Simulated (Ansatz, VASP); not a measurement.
## Be3GeF2: VASP beside Ansatz

```
CELL_PARAMETERS angstrom
2.29217 1.32338 3.77703
-2.29217 1.32338 3.77703
0.00000 -2.64677 3.77703
ATOMIC_POSITIONS crystal
Be 0.00000 0.50000 0.00000
Be 0.50000 0.00000 0.00000
Be 0.00000 0.00000 0.50000
Ge 0.50000 0.50000 0.50000
F 0.70953 0.70953 0.70953
F 0.29047 0.29047 0.29047
```

Alike in both runs: functional PBE; k mesh 12 × 12 × 12; occupations gaussian, width 0.1 eV; no spin polarisation.

Ansatz relaxed the structure, and its values are those at the end. VASP's run is a single point on that final structure, the one shown.

|  | VASP | Ansatz |
| --- | --- | --- |
| version | VASP 6.6.1 | Ansatz 0.2.0 |
| potentials or method | VASP PAW PBE potentials, release 64 (Be, Ge_d, F), cutoff 520 eV | scalar-relativistic, plane waves, PAW |
| valence electrons in the cell | 34 | 34 |

VASP gave:

* gap on the k mesh at the Fermi level (eV): none
* pressure (GPa): 0.0
* rms of the force components (eV/Å): 0.010

Estimate Ansatz's values.

gap on the k mesh at the Fermi level (eV): none; pressure (GPa): 0.0; rms of the force components (eV/Å): 0.000.

A gap of «none» marks a metal or a gap that the smearing closes.
